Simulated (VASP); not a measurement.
# TbHgB4 (Immm) in VASP: a series of runs

Runs on TbHgB4. Level: PBE. Tasks: relaxation of cell and atoms.

All numbers are computed with VASP 6.6.1; they aren't measurements. Logs are shortened: lines on timing, memory, paths and dates and some standing lists are left out, and cuts for length are marked.

## (1) The cell of the first run

The structure is orthorhombic, space group Immm (No. 71). The conventional cell has a = 5.196 Å, b = 5.544 Å, c = 6.050 Å, α = 90.00°, β = 90.00°, γ = 90.00°. Tb (site symmetry mmm) has 12 B at 2.56 to 3.27 Å and 2 Hg at 2.60 Å within 3.4 Å. B (site symmetry m) has 2 B at 1.58 to 1.92 Å and 1 Hg at 1.97 Å within 2.1 Å. Hg (site symmetry mmm) has 4 B at 1.97 Å and 2 Tb at 2.60 Å within 2.6 Å.

The cell was generated, and may not be a known phase.

## (2) Relaxation of cell and atoms, PBE

INCAR

```
SYSTEM = TbHgB4
PREC = Accurate
ENCUT = 500
EDIFF = 1E-7
ISMEAR = 0
SIGMA = 0.2
LREAL = .FALSE.
LASPH = .TRUE.
NELM = 200
ALGO = Normal
ISIF = 3
LWAVE = .FALSE.
LCHARG = .FALSE.
GGA = PE
IBRION = 2
NSW = 36
EDIFFG = -0.08
GGA_COMPAT = .FALSE.
NELMIN = 4
LMAXMIX = 6
```

KPOINTS

```
Automatic mesh
0
G
  4 4 4
  0 0 0
```

POSCAR

```
TbHgB4
1.0
   -2.5978160100      2.7722439200      3.0250945300
    2.5978160100     -2.7722439200      3.0250945300
    2.5978160100      2.7722439200     -3.0250945300
Tb B Hg
1 4 1
Direct
    0.0000000000      0.0000000000      0.0000000000
    0.3264658900      0.3483286100      0.6747945000
    0.3264658900      0.6516713900      0.9781372700
    0.6735341100      0.6516713900      0.3252055000
    0.6735341100      0.3483286100      0.0218627300
    0.0000000000      0.5000000000      0.5000000000
```

Potentials or basis: VASP PAW PBE potentials, release 64 (Tb_3, B, Hg), 4f in core.

Run with:

```
cat potpaw_PBE.64/Tb_3/POTCAR potpaw_PBE.64/B/POTCAR potpaw_PBE.64/Hg/POTCAR > POTCAR
mpirun -np 1 vasp_std > vasp.out
```

OUTCAR:

```text
SYSTEM = TbHgB4
   PREC = Accurate
   ENCUT = 500
   EDIFF = 1E-7
   ISMEAR = 0
   LREAL = .FALSE.
   LASPH = .TRUE.
   NELM = 200
   ISIF = 3
   GGA = PE
   IBRION = 2
   NSW = 36
   EDIFFG = -0.08
   NELMIN = 4

 ion  position               nearest neighbor table
   1  0.000  0.000  0.000-   3 2.56   5 2.56   2 2.56   4 2.56   6 2.60   6 2.60
   2  0.326  0.348  0.675-   3 1.58   5 1.92   6 1.97   1 2.56
   3  0.326  0.652  0.978-   2 1.58   4 1.92   6 1.97   1 2.56
   4  0.674  0.652  0.325-   5 1.58   3 1.92   6 1.97   1 2.56
   5  0.674  0.348  0.022-   4 1.58   2 1.92   6 1.97   1 2.56
   6  0.000  0.500  0.500-   3 1.97   5 1.97   4 1.97   2 1.97   1 2.60   1 2.60

  LATTYP: Found a body centered orthorhombic cell.
 ALAT       =     5.1956320200
 B/A-ratio  =     1.0671440584
 C/A-ratio  =     1.1644760516

  Lattice vectors:

 A1 = (  -2.5978160100,   2.7722439200,   3.0250945300)
 A2 = (   2.5978160100,  -2.7722439200,   3.0250945300)
 A3 = (   2.5978160100,   2.7722439200,  -3.0250945300)

Analysis of symmetry for initial positions (statically):
=====================================================================
 Subroutine PRICEL returns:
 Original cell was already a primitive cell.

 Routine SETGRP: Setting up the symmetry group for a
 body centered orthorhombic supercell.

 Subroutine GETGRP returns: Found  8 space group operations
 (whereof  8 operations were pure point group operations)
 out of a pool of  8 trial point group operations.

The static configuration has the point symmetry D_2h.

Analysis of symmetry for dynamics (positions and initial velocities):
=====================================================================
 Subroutine PRICEL returns:
 Original cell was already a primitive cell.

 Routine SETGRP: Setting up the symmetry group for a
 body centered orthorhombic supercell.

 Subroutine GETGRP returns: Found  8 space group operations
 (whereof  8 operations were pure point group operations)
 out of a pool of  8 trial point group operations.

The dynamic configuration has the point symmetry D_2h.

 Subroutine INISYM returns: Found  8 space group operations
 (whereof  8 operations are pure point group operations),
 and found     1 'primitive' translations

----------------------------------------------------------------------------------------

                                     Primitive cell

  volume of cell :      87.1443

  direct lattice vectors                    reciprocal lattice vectors
    -2.597816010  2.772243920  3.025094530     0.000000000  0.180359310  0.165284091
     2.597816010 -2.772243920  3.025094530     0.192469366  0.000000000  0.165284091
     2.597816010  2.772243920 -3.025094530     0.192469366  0.180359310  0.000000000

  length of vectors
     4.856457689  4.856457689  4.856457689     0.244639145  0.253699207  0.263768720

  position of ions in fractional coordinates (direct lattice)
     0.000000000  0.000000000  0.000000000
     0.326465890  0.348328610  0.674794500
     0.326465890  0.651671390  0.978137270
     0.673534110  0.651671390  0.325205500
     0.673534110  0.348328610  0.021862730
     0.000000000  0.500000000  0.500000000

  ion indices of the primitive-cell ions
   primitive index   ion index
                 1           1
                 2           2
                 3           3
                 4           4
                 5           5
                 6           6

----------------------------------------------------------------------------------------

 KPOINTS: Automatic mesh

Automatic generation of k-mesh.
 Grid dimensions read from file:
 generate k-points for:    4    4    4

 Generating k-lattice:

  Cartesian coordinates                     Fractional coordinates (reciprocal lattice)
     0.000000000  0.045089827  0.041321023     0.250000000  0.000000000  0.000000000
     0.048117341  0.000000000  0.041321023    -0.000000000  0.250000000  0.000000000
     0.048117341  0.045089827  0.000000000    -0.000000000  0.000000000  0.250000000

  Length of vectors
     0.061159786  0.063424802  0.065942180

  Shift w.r.t. Gamma in fractional coordinates (k-lattice)
     0.000000000  0.000000000  0.000000000

 Subroutine IBZKPT returns following result:
 ===========================================

 Found     18 irreducible k-points:

 Following reciprocal coordinates:
            Coordinates               Weight
  0.000000  0.000000  0.000000      1.000000
  0.250000  0.000000  0.000000      4.000000
  0.500000  0.000000  0.000000      2.000000
  0.000000  0.250000  0.000000      4.000000
  0.250000  0.250000  0.000000      8.000000
  0.500000  0.250000  0.000000      8.000000
[... 10 lines left out ...]
 -0.250000 -0.250000  0.250000      2.000000
  0.500000  0.500000  0.500000      1.000000
   k-points           NKPTS =     18   k-points in BZ     NKDIM =     18   number of bands    NBANDS=     20
   number of dos      NEDOS =    301   number of ions     NIONS =      6
   total plane-waves  NPLWV =  46656
   dimension x,y,z NGX =    36 NGY =   36 NGZ =   36
   dimension x,y,z NGXF=    72 NGYF=   72 NGZF=   72
   ions per type =               1   4   1
   NGX,Y,Z   is equivalent  to a cutoff of  12.32, 12.32, 12.32 a.u.
   NGXF,Y,Z  is equivalent  to a cutoff of  24.65, 24.65, 24.65 a.u.
 SYSTEM =  TbHgB4
   PREC   = accura    normal or accurate (medium, high low for compatibility)
   ISTART =      0    job   : 0-new  1-cont  2-samecut
   ICHARG =      2    charge: 1-file 2-atom 10-const
   ISPIN  =      1    spin polarized calculation?
   LNONCOLLINEAR =      F non collinear calculations
   LSORBIT =      F    spin-orbit coupling
   LASPH  =      T    aspherical Exc in radial PAW
   ENCUT  =  500.0 eV  36.75 Ry    6.06 a.u.   8.85  8.85  8.85*2*pi/ulx,y,z
   NELM   =    200;   NELMIN=  4; NELMDL= -5     # of ELM steps
   EDIFF  = 0.1E-06   stopping-criterion for ELM
   LREAL  =      F    real-space projection
   EDIFFG = -.8E-01   stopping-criterion for IOM
   NSW    =     36    number of steps for IOM
   IBRION =      2    ionic relax: 0-MD 1-quasi-New 2-CG
   NFREE  =      1    steps in history (QN), initial steepest desc. (CG)
   ISIF   =      3    stress and relaxation
   ISYM   =      2    0-nonsym 1-usesym 2-fastsym
   POTIM  = 0.5000    time-step for ionic-motion
   TEBEG  =    0.0;   TEEND  =   0.0 temperature during run
   PSTRESS=    0.0 pullay stress
   NELECT =      33.0000    total number of electrons
   NUPDOWN=      -1.0000    fix difference up-down
   EMIN   =  10.00;   EMAX   =-10.00  energy-range for DOS
   EFERMI =   0.00;   METHOD = LEGACY
   ISMEAR =     0;   SIGMA  =   0.20  broadening in eV -4-tet -1-fermi 0-gaus
   EFERMI_NEDOS =   21; number of points for ismear=-14 and -15
   IALGO  =     38    algorithm
   IMIX   =      4    mixing-type and parameters
     AMIX     =   0.40;   BMIX     =  1.00
     AMIX_MAG =   1.60;   BMIX_MAG =  1.00
  volume/ion in A,a.u.               =      14.52        98.01
  Fermi-wavevector in a.u.,A,eV,Ry     =   1.184404  2.238199 19.086429  1.402813
  Thomas-Fermi vector in A             =   2.320619
   LORBIT       =      0    0 simple, 1 ext, 2 COOP (PROOUT), +10 PAW based schemes
   GGA     = PE    functional components
   LHFCALC =     F    Hartree Fock is set to
   AEXX    =    0.0000 exact exchange contribution
   IVDW    =     0    specifies the selected vdW correction
   LEPSILON=     F    determine dielectric tensor
   LRPA    =     F    only Hartree local field effects (RPA)
 conjugate gradient relaxation of ions
 non-spin polarized calculation
 Gauss-broadening in eV      SIGMA  =   0.20
  energy-cutoff  :      500.00
  volume of cell :       87.14
 maximum number of plane-waves:      2235
   NGX = 17   NGY = 17   NGZ = 17

--------------------------------------- Ionic step        1  -------------------------------------------

 number of electron      33.0000002 magnetization

 Free energy of the ion-electron system (eV)
  ---------------------------------------------------
  ext. energy  EPLUGINS =         0.00000000
  ---------------------------------------------------
  free energy    TOTEN  =       -21.79429511 eV

  energy without entropy =      -21.73675785  energy(sigma->0) =      -21.76552648

------------------------ aborting loop because EDIFF is reached ----------------------------------------

  FORCE on cell =-STRESS in cart. coord.  units (eV):
  Direction    XX          YY          ZZ          XY          YZ          ZX
  --------------------------------------------------------------------------------------
  -------------------------------------------------------------------------------------
  Total       37.6960599     14.0789367     -4.5459189      0.0000000      0.0000000      0.0000000
  in kB      693.0551115    258.8461255    -83.5782934      0.0000000      0.0000000      0.0000000
  external PRESSURE =     289.4409812 kB  Pullay stress =       0.0000000 kB
[... 65 lines left out ...]
  energy  without entropy=      -24.4302877672  energy(sigma->0) =      -24.45687027

--------------------------------------- Ionic step        3  -------------------------------------------

 number of electron      32.9999999 magnetization

 E-fermi :   2.8337     XC(G=0):  -9.8505

 val. band max:        2.8334701601   @ k =   0.2500   0.5000   0.0000
 cond. band min:       2.9003578244   @ k =   0.2500   0.0000   0.0000
 fundamental gap:      0.0668876642
 Fermi energy:         2.8337259805

 k-point     1 :       0.0000    0.0000    0.0000
  band No.  band energies     occupation
      1     -20.2457      2.00000
      2     -20.2291      2.00000
      3     -20.2194      2.00000
      4      -8.5767      2.00000
      5      -6.0041      2.00000
      6      -5.4616      2.00000
[... 12 lines left out ...]
     19       3.9466      0.00000
[... 423 lines left out ...]
  FREE ENERGIE OF THE ION-ELECTRON SYSTEM (eV)
  ---------------------------------------------------
  free  energy   TOTEN  =       -25.9889048177 eV

  energy  without entropy=      -25.9125167351  energy(sigma->0) =      -25.95071078

 E-fermi :   3.7163     XC(G=0): -10.3416

 val. band max:        3.6424396357   @ k =  -0.2500   0.2500   0.0000
 cond. band min:       3.7287294009   @ k =   0.2500  -0.2500   0.2500
 fundamental gap:      0.0862897652
 Fermi energy:         3.7162886183

 k-point     1 :       0.0000    0.0000    0.0000
  band No.  band energies     occupation
      1     -19.2242      2.00000
      2     -19.1541      2.00000
      3     -19.1200      2.00000
      4      -8.6103      2.00000
      5      -5.8104      2.00000
      6      -5.0201      2.00000
[... 12 lines left out ...]
     19       5.3172      0.00000
[... 375 lines left out ...]
      4      -8.1016      2.00000
      5      -5.5663      2.00000
      6      -4.7045      2.00000
[... 12 lines left out ...]
     19       5.5374      0.00000
     20       6.9073      0.00000

[... ionic steps 4 to 12 ...]

--------------------------------------- Ionic step       13  -------------------------------------------

 number of electron      33.0000003 magnetization

------------------------ aborting loop because EDIFF is reached ----------------------------------------

  FORCE on cell =-STRESS in cart. coord.  units (eV):
  Direction    XX          YY          ZZ          XY          YZ          ZX
  --------------------------------------------------------------------------------------
  -------------------------------------------------------------------------------------
  Total       -0.2029783     -0.3576360      0.2356387     -0.0000000      0.0000000      0.0000000
  in kB       -3.6451277     -6.4225032      4.2316498     -0.0000000      0.0000000      0.0000000
  external PRESSURE =      -1.9453270 kB  Pullay stress =       0.0000000 kB
[... 65 lines left out ...]
  energy  without entropy=      -27.1216803297  energy(sigma->0) =      -27.15097157

--------------------------------------- Ionic step       15  -------------------------------------------

 number of electron      33.0000002 magnetization

 Free energy of the ion-electron system (eV)
  ---------------------------------------------------
  ext. energy  EPLUGINS =         0.00000000
  ---------------------------------------------------
  free energy    TOTEN  =       -27.18623254 eV

  energy without entropy =      -27.12932062  energy(sigma->0) =      -27.15777658

 E-fermi :   3.8669     XC(G=0): -10.5098

 val. band max:        3.8111565022   @ k =   0.0000   0.2500   0.0000
 cond. band min:       3.9353889591   @ k =  -0.2500   0.5000   0.2500
 fundamental gap:      0.1242324570
 Fermi energy:         3.8668624662

 k-point     1 :       0.0000    0.0000    0.0000
  band No.  band energies     occupation
      1     -18.8733      2.00000
      2     -18.7550      2.00000
      3     -18.7242      2.00000
      4      -8.7676      2.00000
      5      -5.5198      2.00000
      6      -4.8663      2.00000
[... 12 lines left out ...]
     19       5.9066      0.00000
[... 423 lines left out ...]
  FREE ENERGIE OF THE ION-ELECTRON SYSTEM (eV)
  ---------------------------------------------------
  free  energy   TOTEN  =       -27.1862325390 eV

  energy  without entropy=      -27.1293206199  energy(sigma->0) =      -27.15777658

 reached required accuracy - stopping structural energy minimisation
```

Run time: 3.8 min. Hardware: 1 thread of Intel Xeon Platinum 8559C (Emerald Rapids), shared host; peak memory 0.23 GiB.

What came out:

| Quantity | Value |
| --- | --- |
| Free energy | -27.1862 eV |
| Relaxed volume | 14.93 Å³/atom |
| Relaxed cell | a = 4.915 Å, b = 4.915 Å, c = 4.915 Å, α = 100.68°, β = 111.29°, γ = 116.84° |
| Space group after relaxing (to 0.1 Å) | Immm (No. 71) |
| Energy gained by relaxing | 898.7 meV/atom |
| Ionic steps | 15 |
| Pressure after relaxing | -0.1 GPa |
| Largest force after relaxing | 0.011 eV/Å |
| Band gap on the k mesh | zero (an odd number of electrons rules out a gap without spin polarisation) |

Forces on the atoms (eV/Å):
```
Tb   0.000  0.000  0.000
B   -0.009 -0.007  0.000
B    0.009 -0.007  0.000
B    0.009  0.007  0.000
B   -0.009  0.007  0.000
Hg   0.000  0.000  0.000
```

Stress tensor (GPa, compression positive):
```
 0.30  0.00  0.00
 0.00 -0.33  0.00
 0.00  0.00 -0.20
```

The path:
```
step  energy change (eV)  largest force (eV/Å)  pressure (GPa)  volume (Å³)
   1              0.0000                6.2657           28.94        87.14
   2             -2.6892                1.9952          -13.49       121.79
   3             -4.1946                1.5868          -10.85       104.87
   4             -3.8559                7.3292            8.05        93.39
   5             -4.8556                1.0705           -4.35        99.07
   6             -4.8563                1.1461           -4.16        98.96
   7             -5.1413                0.3652           -1.26        93.04
   8             -5.1743                0.6125            0.55        90.71
   9             -5.3136                0.3369            1.19        88.69
  10             -5.3542                0.1984            2.37        86.95
  11             -5.3645                0.4293           -1.56        89.43
  12             -5.3725                0.3017           -0.06        88.42
  13             -5.3856                0.2002           -0.19        89.22
  14             -5.3860                0.2426           -0.21        89.38
  15             -5.3919                0.0109           -0.08        89.58
```

Final structure:
```
Tb B Hg
1.0
    -3.13705    2.77363    2.57396
     3.13705   -2.77363    2.57396
     3.13705    2.77363   -2.57396
Tb B Hg
1 4 1
Direct
  0.00000 0.00000 0.00000
  0.35692 0.34855 0.70548
  0.35692 0.65145 0.00837
  0.64308 0.65145 0.29452
  0.64308 0.34855 0.99163
  0.00000 0.50000 0.50000
```

Caveat: the k points lie up to 0.39 Å⁻¹ apart in the final cell, too coarse for converged energies and pressures of a metal; spin-orbit coupling is left out, which moves the levels of the heavy elements; the 4f electrons are frozen in the core, so they carry no moment and show no levels; an odd number of electrons without spin polarisation forces a metal; a magnetic or distorted state may lie lower.

## (3) Relaxation of cell and atoms, PBE

This run uses another cell than the first one, of 17.05 Å³/atom.

INCAR

```
PREC = Accurate
ENCUT = 500
EDIFF = 1E-7
ISMEAR = 0
SIGMA = 0.2
LREAL = F
LASPH = T
NELM = 200
ALGO = Normal
ISIF = 3
LWAVE = F
LCHARG = F
GGA = PE
IBRION = 2
NSW = 36
EDIFFG = -0.08
GGA_COMPAT = F
NELMIN = 4
LMAXMIX = 6
```

KPOINTS

```
Automatic mesh
0
Gamma
  4 4 4
```

POSCAR

```
TbHgB4
1.0
   -2.2765764000      3.1410994400      3.5766158400
    2.2765764000     -3.1410994400      3.5766158400
    2.2765764000      3.1410994400     -3.5766158400
Tb B Hg
1 4 1
Direct
    0.0000000000      0.5000000000      0.5000000000
    0.3841579100      0.8841579100      0.5000000000
    0.6158420900      0.1158420900      0.5000000000
    0.4042882500      0.5000000000      0.9042882500
    0.5957117500      0.5000000000      0.0957117500
    0.0000000000      0.0000000000      0.0000000000
```

Potentials or basis: VASP PAW PBE potentials, release 64 (Tb_3, B, Hg), 4f in core.

Run with:

```
cat potpaw_PBE.64/Tb_3/POTCAR potpaw_PBE.64/B/POTCAR potpaw_PBE.64/Hg/POTCAR > POTCAR
mpirun -np 1 vasp_std > vasp.out
```

Run time: 5.4 min. Hardware: 1 thread of Intel Xeon Platinum 8559C (Emerald Rapids), shared host; peak memory 0.28 GiB.

Results (log left out):

* Free energy: -21.4096 eV
* Relaxed volume: 20.92 Å³/atom
* Relaxed cell: a = 5.494 Å, b = 5.494 Å, c = 5.494 Å, α = 118.02°, β = 105.46°, γ = 105.29°
* Space group after relaxing (to 0.1 Å): I4/mmm (No. 139)
* Pressure after relaxing: 0.1 GPa
* Largest force after relaxing: 0.048 eV/Å
* Band gap on the k mesh: zero (an odd number of electrons rules out a gap without spin polarisation)

Forces in eV/Å, atoms in the order of the input:
```
Tb   0.000  0.000  0.000
B    0.000  0.000  0.017
B    0.000  0.000 -0.017
B    0.000  0.048  0.000
B    0.000 -0.048  0.000
Hg   0.000  0.000  0.000
```

Stress tensor (GPa, compression positive):
```
0.06 0.00 0.00
0.00 0.23 0.00
0.00 0.00 0.08
```

Final structure:
```yaml
crystal:
  lattice:
    - [-2.82900, 3.32725, 3.33363]
    - [2.82900, -3.32725, 3.33363]
    - [2.82900, 3.32725, -3.33363]
  atoms:
    - { symbol: Tb, position: [0.00000, 0.50000, 0.50000] }
    - { symbol: B, position: [0.38045, 0.88045, 0.50000] }
    - { symbol: B, position: [0.61955, 0.11955, 0.50000] }
    - { symbol: B, position: [0.38026, 0.50000, 0.88026] }
    - { symbol: B, position: [0.61974, 0.50000, 0.11974] }
    - { symbol: Hg, position: [0.00000, 0.00000, 0.00000] }
```

Levels at points of the mesh, in eV from the Fermi level:
| k point | band 14 | band 15 | band 16 | band 17 | band 18 | band 19 |
| --- | --- | --- | --- | --- | --- | --- |
| (0.00, 0.00, 0.00) | -1.86 | -1.52 | -1.11 | -0.34 | -0.34 | 0.42 |
| (0.50, 0.00, 0.00) | -2.26 | -0.43 | 0.12 | 0.52 | 0.82 | 1.73 |
| (0.00, 0.50, 0.00) | -1.69 | -1.50 | -0.10 | 0.05 | 0.53 | 0.53 |
| (0.50, 0.50, 0.00) | -1.69 | -1.50 | -0.10 | 0.05 | 0.52 | 0.54 |
| (0.50, 0.50, 0.50) | -2.53 | -1.58 | -1.15 | 0.50 | 0.50 | 1.90 |

Caveat: the k points lie up to 0.36 Å⁻¹ apart in the final cell, too coarse for converged energies and pressures of a metal; the volume moved by over 15 % at a fixed basis, so the end points are rough; spin-orbit coupling is left out, which moves the levels of the heavy elements; the 4f electrons are frozen in the core, so they carry no moment and show no levels; an odd number of electrons without spin polarisation forces a metal; a magnetic or distorted state may lie lower; the relaxation stopped at a loose force limit of 0.08 eV/Å, so its end isn't a converged minimum. Spin polarisation is off, so any magnetic state and its effect on volume and gap are missing.

The gap in the log of VASP goes by the Fermi energy; the results here count the filled bands.